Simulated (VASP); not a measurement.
Input of a VASP 6.6.1 run:

The input INCAR:

```
SYSTEM = GeP5
PREC = Accurate
ENCUT = 520
EDIFF = 1E-6
ISMEAR = 0
SIGMA = 0.1
LREAL = .False.
LASPH = .True.
NELM = 60
ALGO = Normal
ISIF = 2
LWAVE = .False.
LCHARG = .True.
GGA = PE
LELF = .True.
LVHAR = .True.
NBANDS = 28
```

The input KPOINTS:

```
regular mesh
0
Gamma
  6 6 6
  0 0 0
```

The input POSCAR:

```
GeP5
1.0
   -2.3803402003      2.3803402003      4.8571627241
    2.3803402003     -2.3803402003      4.8571627241
    2.3803402003      2.3803402003     -4.8571627241
Ge P
1 5
Direct
    0.0000000000      0.0000000000      0.0000000000
    0.3578276804      0.8578276804      0.5000000000
    0.8578276804      0.3578276804      0.5000000000
    0.6421723196      0.1421723196      0.5000000000
    0.1421723196      0.6421723196      0.5000000000
    0.5000000000      0.5000000000      0.0000000000
```

Potentials or basis: VASP PAW PBE potentials, release 64 (Ge_d, P).

Command:

```sh
$ cat potpaw_PBE.64/Ge_d/POTCAR potpaw_PBE.64/P/POTCAR > POTCAR
$ mpirun -np 1 vasp_std > vasp.out
```

Estimate the largest force.

0.050 eV/Å.

What does it give for the pressure?

-0.2 GPa.

Forces on the atoms (eV/Å):
```
Ge   0.000  0.000  0.000
P    0.000  0.000 -0.050
P    0.000  0.000 -0.050
P    0.000  0.000  0.050
P    0.000  0.000  0.050
P    0.000  0.000  0.000
```
